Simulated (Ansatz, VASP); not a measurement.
## One calculation of HfC, two programs

INCAR

```
PREC = Accurate
ENCUT = 520
EDIFF = 1E-6
ISMEAR = -1
SIGMA = 0.05
LREAL = F
LASPH = T
NELM = 80
ALGO = Normal
ISIF = 2
LWAVE = F
LCHARG = F
GGA = PE
NBANDS = 22
```

The input KPOINTS:

```
regular mesh
0
Gamma
  10 10 6
```

File POSCAR:

```
HfC
1.0
    3.2662232348      0.0000000000      0.0000000000
   -1.6331116174      2.8286322958      0.0000000000
    0.0000000000      0.0000000000      5.7665186884
Hf C
2 2
Direct
    0.0000000000      0.0000000000      0.0000000000
    0.0000000000      0.0000000000      0.5000000000
    0.3333333333      0.6666666667      0.2500000000
    0.6666666667      0.3333333333      0.7500000000
```

Input for Ansatz:

```yaml
crystal:
  lattice:
    - [3.2662232348, 0.0, 0.0]
    - [-1.6331116174, 2.8286322958, 0.0]
    - [0.0, 0.0, 5.7665186884]
  atoms:
    - { symbol: Hf, position: [0.0, 0.0, 0.0] }
    - { symbol: Hf, position: [0.0, 0.0, 0.5] }
    - { symbol: C, position: [0.3333333333, 0.6666666667, 0.25] }
    - { symbol: C, position: [0.6666666667, 0.3333333333, 0.75] }
kpoints:
  mp_grid: { grid: [10, 10, 6] }
  band_path:
    path:
      - [0.0, 0.0, 0.0]
      - [0.5, 0.0, 0.0]
      - [0.3333333333, 0.3333333333, 0.0]
      - [0.0, 0.0, 0.0]
      - [0.0, 0.0, 0.5]
      - [0.5, 0.0, 0.5]
      - [0.3333333333, 0.3333333333, 0.5]
      - [0.0, 0.0, 0.5]
      - [0.5, 0.0, 0.5]
    npoints: 14
scf:
  occupations: { method: fermi_dirac, width: 0.05 }
hamiltonian:
  xc: pbe
  pseudopotentials: { kind: all_electron, lapw: { basis_error: 0.001 } }
output:
  forces: true
  stress: true
  eigenvalues: true
  populations: true
  dos: { projected: true, de: 0.2, e_range: [-14, 8] }
```

Alike in both runs: task single point; functional PBE; k mesh 10 × 10 × 6; occupations fermi-dirac, width 0.05 eV; no spin polarisation.

|  | VASP | Ansatz |
| --- | --- | --- |
| version | VASP 6.6.1 | Ansatz 0.2.0 |
| potentials or method | VASP PAW PBE potentials, release 64 (Hf_pv, C), cutoff 520 eV | all-electron LAPW, scalar-relativistic |

Ansatz gave:

```
pressure (GPa)                                                : 0.1
traceless stress, the component that is largest in VASP (GPa) : 0.03
```

Question: What did VASP give for the same quantities?

Answer: Pressure (GPa): -0.8; traceless stress, the component that is largest in VASP (GPa): -0.23.

Ansatz ran all-electron here, and VASP with PAW potentials.

Neither program's run includes spin-orbit coupling.
